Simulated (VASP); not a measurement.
# InO in VASP: notebook

InO is run at these levels: PBE+D3(BJ); tasks: single point.

Program: VASP 6.6.1. These are calculated values, not measurements. Logs are shortened: lines on timing, memory, paths and dates and some standing lists are left out, and cuts for length are marked.

### 1 The cell of the first run

The cell holds a slab with vacuum, 4 atoms: a = 3.430 Å, b = 3.430 Å, c = 15.852 Å, α = 90.00°, β = 90.00°, γ = 120.00°.

### 2 Single point, PBE+D3(BJ)

Contents of INCAR:

```
SYSTEM = InO
PREC = Accurate
ENCUT = 520
EDIFF = 1E-6
ISMEAR = 0
SIGMA = 0.05
LREAL = .FALSE.
LASPH = .TRUE.
NELM = 100
ALGO = Normal
ISIF = 2
LWAVE = .FALSE.
LCHARG = .TRUE.
GGA = PE
IVDW = 12
LELF = .TRUE.
LVHAR = .TRUE.
NBANDS = 27
```

Contents of KPOINTS:

```
Automatic mesh
0
G
  12 12 2
  0 0 0
```

Contents of POSCAR:

```
InO
1.0
    3.4297831874      0.0000000000      0.0000000000
   -1.7148915937      2.9702793698      0.0000000000
    0.0000000000      0.0000000000     15.8520222321
In O
2 2
Direct
    0.6666666667      0.3333333333      0.5895266171
    0.6666666667      0.3333333333      0.4104733829
    0.0000000000      0.0000000000      0.6398766429
    0.0000000000      0.0000000000      0.3601233571
```

Potentials or basis: VASP PAW PBE potentials, release 64 (In_d, O).

Started as:

```bash
$ cat potpaw_PBE.64/In_d/POTCAR potpaw_PBE.64/O/POTCAR > POTCAR
$ mpirun -np 1 vasp_std > vasp.out
```

OUTCAR:

```text
SYSTEM = InO
   PREC = Accurate
   ENCUT = 520
   EDIFF = 1E-6
   ISMEAR = 0
   LREAL = .FALSE.
   LASPH = .TRUE.
   NELM = 100
   ISIF = 2
   GGA = PE
   IVDW = 12
 IVDW          = 12

 ion  position               nearest neighbor table
   1  0.667  0.333  0.590-   3 2.13   3 2.13   3 2.13   2 2.84
   2  0.667  0.333  0.410-   4 2.13   4 2.13   4 2.13   1 2.84
   3  0.000  0.000  0.640-   1 2.13   1 2.13   1 2.13
   4  0.000  0.000  0.360-   2 2.13   2 2.13   2 2.13

  LATTYP: Found a hexagonal cell.
 ALAT       =     3.4297831874
 C/A-ratio  =     4.6218729774

  Lattice vectors:

 A1 = (   3.4297831874,   0.0000000000,   0.0000000000)
 A2 = (  -1.7148915937,   2.9702793698,   0.0000000000)
 A3 = (   0.0000000000,   0.0000000000,  15.8520222321)

Analysis of symmetry for initial positions (statically):
=====================================================================
 Subroutine PRICEL returns:
 Original cell was already a primitive cell.

 Routine SETGRP: Setting up the symmetry group for a
 hexagonal supercell.

 Subroutine GETGRP returns: Found 12 space group operations
 (whereof 12 operations were pure point group operations)
 out of a pool of 24 trial point group operations.

The static configuration has the point symmetry D_3h.

Analysis of symmetry for dynamics (positions and initial velocities):
=====================================================================
 Subroutine PRICEL returns:
 Original cell was already a primitive cell.

 Routine SETGRP: Setting up the symmetry group for a
 hexagonal supercell.

 Subroutine GETGRP returns: Found 12 space group operations
 (whereof 12 operations were pure point group operations)
 out of a pool of 24 trial point group operations.

The dynamic configuration has the point symmetry D_3h.

 Subroutine INISYM returns: Found 12 space group operations
 (whereof 12 operations are pure point group operations),
 and found     1 'primitive' translations

----------------------------------------------------------------------------------------

                                     Primitive cell

  volume of cell :     161.4911

  direct lattice vectors                    reciprocal lattice vectors
     3.429783187  0.000000000  0.000000000     0.291563619  0.168334334  0.000000000
    -1.714891594  2.970279370  0.000000000     0.000000000  0.336668668  0.000000000
     0.000000000  0.000000000 15.852022232     0.000000000  0.000000000  0.063083434

  length of vectors
     3.429783187  3.429783187 15.852022232     0.336668668  0.336668668  0.063083434

  position of ions in fractional coordinates (direct lattice)
[... 86 lines left out ...]
   NSW    =      0    number of steps for IOM
   IBRION =     -1    ionic relax: 0-MD 1-quasi-New 2-CG
   NFREE  =      0    steps in history (QN), initial steepest desc. (CG)
   ISIF   =      2    stress and relaxation
   ISYM   =      2    0-nonsym 1-usesym 2-fastsym
   POTIM  = 0.5000    time-step for ionic-motion
   TEBEG  =    0.0;   TEEND  =   0.0 temperature during run
   PSTRESS=    0.0 pullay stress
   NELECT =      38.0000    total number of electrons
   NUPDOWN=      -1.0000    fix difference up-down
   EMIN   =  10.00;   EMAX   =-10.00  energy-range for DOS
   EFERMI =   0.00;   METHOD = LEGACY
   ISMEAR =     0;   SIGMA  =   0.05  broadening in eV -4-tet -1-fermi 0-gaus
   EFERMI_NEDOS =   21; number of points for ismear=-14 and -15
   IALGO  =     38    algorithm
   IMIX   =      4    mixing-type and parameters
     AMIX     =   0.40;   BMIX     =  1.00
     AMIX_MAG =   1.60;   BMIX_MAG =  1.00
  volume/ion in A,a.u.               =      40.37       272.45
  Fermi-wavevector in a.u.,A,eV,Ry     =   1.010694  1.909935 13.898392  1.021503
  Thomas-Fermi vector in A             =   2.143699
   LORBIT       =      0    0 simple, 1 ext, 2 COOP (PROOUT), +10 PAW based schemes
   GGA     = PE    functional components
   LHFCALC =     F    Hartree Fock is set to
   AEXX    =    0.0000 exact exchange contribution
   IVDW    =    12    specifies the selected vdW correction
   LEPSILON=     F    determine dielectric tensor
   LRPA    =     F    only Hartree local field effects (RPA)
 non-spin polarized calculation
 Gauss-broadening in eV      SIGMA  =   0.05
  energy-cutoff  :      520.00
  volume of cell :      161.49
 maximum number of plane-waves:      4374
 NGX is ok and might be reduce to    28
   NGX = 13   NGY = 13   NGZ = 59

 number of electron      37.9999987 magnetization

 Free energy of the ion-electron system (eV)
  ---------------------------------------------------
  ext. energy  EPLUGINS =         0.00000000
  ---------------------------------------------------
  free energy    TOTEN  =       -19.41794045 eV

  energy without entropy =      -19.41794045  energy(sigma->0) =      -19.41794045

 E-fermi :  -1.3705     XC(G=0):  -4.9192

 val. band max:       -1.5946044057   @ k =   0.3333   0.3333   0.5000
 cond. band min:      -1.1686086926   @ k =   0.0000   0.0000   0.5000
 fundamental gap:      0.4259957131
 Fermi energy:        -1.3704854132

 k-point     1 :       0.0000    0.0000    0.0000
  band No.  band energies     occupation
      1     -19.3171      2.00000
      2     -19.2963      2.00000
      3     -15.1384      2.00000
      4     -15.1384      2.00000
      5     -15.0921      2.00000
      6     -15.0921      2.00000
[... 709 lines left out ...]
     26       6.9313      0.00000
     27       7.3854      0.00000

 [... further k-points ...]

------------------------ aborting loop because EDIFF is reached ----------------------------------------

 Edisp (eV)   -0.57658

 E8    (eV) :    -0.2697

  FORCE on cell =-STRESS in cart. coord.  units (eV):
  Direction    XX          YY          ZZ          XY          YZ          ZX
  --------------------------------------------------------------------------------------
  -------------------------------------------------------------------------------------
  Total       0.14334     0.14334    -0.01404     0.00000    -0.00000     0.00000
  in kB       1.42212     1.42212    -0.13930     0.00000    -0.00000     0.00000
  external pressure =        0.90 kB  Pullay stress =        0.00 kB

 VOLUME and BASIS-vectors are now :
 -----------------------------------------------------------------------------
  energy-cutoff  :      520.00
  volume of cell :      161.49
      direct lattice vectors                 reciprocal lattice vectors
     3.429783187  0.000000000  0.000000000     0.291563619  0.168334334  0.000000000
    -1.714891594  2.970279370  0.000000000     0.000000000  0.336668668  0.000000000
     0.000000000  0.000000000 15.852022232     0.000000000  0.000000000  0.063083434

 POSITION                                       TOTAL-FORCE (eV/Angst)
 -----------------------------------------------------------------------------------
      1.71489      0.99009      9.34519        -0.000000      0.000000     -0.031475
      1.71489      0.99009      6.50683        -0.000000      0.000000      0.031475
      0.00000      0.00000     10.14334         0.000000      0.000000      0.034995
      0.00000      0.00000      5.70868         0.000000     -0.000000     -0.034995
 -----------------------------------------------------------------------------------
    total drift:                               -0.000000      0.000000      0.000000

  FREE ENERGIE OF THE ION-ELECTRON SYSTEM (eV)
  ---------------------------------------------------
  free  energy   TOTEN  =       -19.9945207683 eV

  energy  without entropy=      -19.9945207682  energy(sigma->0) =      -19.99452077
```

OSZICAR:

```text
N       E                     dE             d eps       ncg     rms          rms(c)
DAV:   1     0.394703867519E+03    0.39470E+03   -0.17956E+04  2060   0.143E+03
DAV:   2     0.401906676011E+02   -0.35451E+03   -0.34094E+03  2255   0.376E+02
DAV:   3    -0.207117834041E+02   -0.60902E+02   -0.59867E+02  2618   0.172E+02
[... 13 lines left out ...]
DAV:  17    -0.194178963971E+02   -0.33384E-04   -0.64058E-06  2709   0.249E-02    0.538E-03
DAV:  18    -0.194179337595E+02   -0.37362E-04   -0.15651E-06  1792   0.658E-03    0.113E-03
DAV:  19    -0.194179378961E+02   -0.41366E-05   -0.13651E-07  1773   0.344E-03    0.963E-04
DAV:  20    -0.194179400463E+02   -0.21503E-05   -0.63505E-08  1594   0.215E-03    0.310E-04
DAV:  21    -0.194179404522E+02   -0.40584E-06   -0.27552E-08  1641   0.172E-03
   1 F= -.19994521E+02 E0= -.19994521E+02  d E =-.169872E-10
```

stdout:

```text
POSCAR found type information on POSCAR InO
 POSCAR found :  2 types and       4 ions
 scaLAPACK will be used
 LDA part: xc-table for (Slater+PW92), standard interpolation
 POSCAR, INCAR and KPOINTS ok, starting setup
 FFT: planning ... GRIDC
 FFT: planning ... GRID_SOFT
 FFT: planning ... GRID
 WAVECAR not read
 entering main loop
```

It took 2.9 min on 1 thread of Intel Xeon Platinum 8375C at 2.90GHz (Ice Lake), shared host; peak memory 0.37 GiB.

Results:

```
Free energy                : -19.9945 eV
Largest force              : 0.035 eV/Å
Band gap on the k mesh     : 0.43 eV (least direct gap 1.16 eV)
Dispersion energy per atom : -0.144 eV
```

Forces on the atoms (eV/Å):
```
In   0.000  0.000 -0.031
In   0.000  0.000  0.031
O    0.000  0.000  0.035
O    0.000  0.000 -0.035
```

Caveat: there is no dipole correction, which matters where the two faces differ; semilocal functionals underestimate gaps, and a narrow one can read as zero; spin-orbit coupling is left out, which moves the levels of the heavy elements.

### 3 Single point, PBE+D3(BJ)

Contents of INCAR:

```
  PREC = Accurate
  ENCUT = 520
  EDIFF = 1E-6
  ISMEAR = 0
  SIGMA = 0.02
  LREAL = F
  LASPH = T
  NELM = 80
  ALGO = Normal
  ISIF = 2
  LWAVE = F
  LCHARG = T
  GGA = PE
  IVDW = 12
  LELF = T
  LVHAR = T
  NBANDS = 27
```

Contents of KPOINTS:

```
Automatic mesh
0
Gamma
  12 12 4
```

POSCAR is that of step 2.

Potentials or basis: VASP PAW PBE potentials, release 64 (In_d, O).

Started as:

```bash
$ cat potpaw_PBE.64/In_d/POTCAR potpaw_PBE.64/O/POTCAR > POTCAR
$ mpirun -np 1 vasp_std > vasp.out
```

Run time: 5.4 min. Hardware: 1 thread of Intel Xeon Platinum 8375C at 2.90GHz (Ice Lake), shared host; peak memory 0.43 GiB.

It converged, with:

| Item | Value |
| --- | --- |
| Free energy | -19.9945 eV |
| Largest force | 0.035 eV/Å |
| Band gap on the k mesh | 0.43 eV (least direct gap 1.16 eV) |
| Dispersion energy per atom | -0.144 eV |

Forces on the atoms (eV/Å):
```
In   0.000  0.000 -0.031
In   0.000  0.000  0.031
O    0.000  0.000  0.035
O    0.000  0.000 -0.035
```

Levels at points of the mesh, in eV from the valence-band top:
```tsv
k point	band 15	band 16	band 17	band 18	band 19	band 20	band 21	band 22	band 23	band 24
(0.00, 0.00, 0.00)	-1.70	-1.70	-1.66	-1.66	-0.73	0.43	3.35	6.20	6.23	8.16
(0.50, 0.00, 0.00)	-2.63	-2.60	-2.49	-1.99	-0.25	2.31	4.27	5.42	7.00	8.32
(0.00, 0.00, 0.50)	-1.70	-1.70	-1.66	-1.66	-0.73	0.43	3.35	5.97	6.67	7.40
(0.50, 0.00, 0.50)	-2.63	-2.60	-2.49	-1.99	-0.25	2.31	4.27	5.42	7.00	8.32
```

Caveat: there is no dipole correction, which matters where the two faces differ; semilocal functionals underestimate gaps, and a narrow one can read as zero; spin-orbit coupling is left out, which moves the levels of the heavy elements.
